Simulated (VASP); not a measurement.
ZnS: single point with PBE

Crystal: ZnS.

```
CELL_PARAMETERS angstrom
3.97189 0.00000 0.00000
-1.98595 3.43976 0.00000
0.00000 0.00000 25.97130
ATOMIC_POSITIONS crystal
Zn 0.00000 0.00000 0.00003
Zn 0.00000 0.00000 0.50003
Zn 0.33333 0.66667 0.12495
Zn 0.66667 0.33333 0.62495
Zn 0.33333 0.66667 0.37513
Zn 0.66667 0.33333 0.87513
Zn 0.33333 0.66667 0.75004
Zn 0.66667 0.33333 0.25004
S 0.00000 0.00000 0.09373
S 0.00000 0.00000 0.59373
S 0.33333 0.66667 0.21864
S 0.66667 0.33333 0.71864
S 0.33333 0.66667 0.46880
S 0.66667 0.33333 0.96880
S 0.33333 0.66667 0.84388
S 0.66667 0.33333 0.34388
```

```yaml
Program: VASP 6.6.1
Task: single point
Functional: PBE
Potentials_or_basis: VASP PAW PBE potentials, release 64 (Zn, S)
Cutoff: 520 eV
k_mesh: 12 × 12 × 2
Occupations: gaussian, width 0.02 eV
Spin: no spin polarisation
```

- Pressure: -5.2 GPa
- Largest force: 0.009 eV/Å
- Band gap on the k mesh: 1.63 eV

Forces on the atoms (eV/Å):
```
Zn   0.000  0.000 -0.002
Zn   0.000  0.000 -0.002
Zn   0.000  0.000 -0.002
Zn   0.000  0.000 -0.002
Zn   0.000  0.000 -0.009
Zn   0.000  0.000 -0.009
Zn   0.000  0.000 -0.005
Zn   0.000  0.000 -0.005
S    0.000  0.000  0.003
S    0.000  0.000  0.003
S    0.000  0.000  0.005
S    0.000  0.000  0.005
S    0.000  0.000  0.005
S    0.000  0.000  0.005
S    0.000  0.000  0.005
S    0.000  0.000  0.005
```

Levels at points of the mesh, in eV from the valence-band top:
| k point | band 69 | band 70 | band 71 | band 72 | band 73 | band 74 | band 75 | band 76 |
| --- | --- | --- | --- | --- | --- | --- | --- | --- |
| (0.00, 0.00, 0.00) | -0.11 | -0.02 | 0.00 | 0.00 | 1.63 | 2.45 | 2.51 | 3.00 |
| (0.50, 0.00, 0.00) | -0.90 | -0.90 | -0.83 | -0.71 | 3.15 | 3.33 | 3.72 | 3.77 |
| (0.00, 0.00, 0.50) | -0.03 | -0.03 | -0.03 | -0.03 | 1.94 | 1.94 | 2.91 | 2.91 |
| (0.50, 0.00, 0.50) | -0.93 | -0.93 | -0.76 | -0.76 | 3.27 | 3.27 | 3.64 | 3.64 |

Run time: 45 min on 1 thread of Oxide Virtual Turin-like Processor, on a shared host, peak memory 0.84 GiB.

Caveat: the cell stands under tension. A k mesh can miss the band edges.
